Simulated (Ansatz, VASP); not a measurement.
## V: VASP beside Ansatz

```
CELL_PARAMETERS angstrom
-1.49872 1.49872 1.49872
1.49872 -1.49872 1.49872
1.49872 1.49872 -1.49872
ATOMIC_POSITIONS crystal
V 0.00000 0.00000 0.00000
```

Alike in both runs: functional PBE; k mesh 20 × 20 × 20; occupations gaussian, width 0.1 eV; no spin polarisation.

Ansatz relaxed the structure, and its values are those at the end. VASP's run is a single point on that final structure, the one shown.

|  | VASP | Ansatz |
| --- | --- | --- |
| version | VASP 6.6.1 | Ansatz 0.2.0 |
| potentials or method | VASP PAW PBE potentials, release 64 (V_sv), cutoff 520 eV | scalar-relativistic, plane waves, PAW |
| valence electrons in the cell | 13 | 13 |

```tsv
	VASP	Ansatz	Ansatz less VASP
gap on the k mesh at the Fermi level (eV)	none	none	-
pressure (GPa)	0.2	-0.1	-0.23
```

A gap of «none» marks a metal or a gap that the smearing closes. With one functional, cell and mesh, what is left measures potentials, basis and numerics.
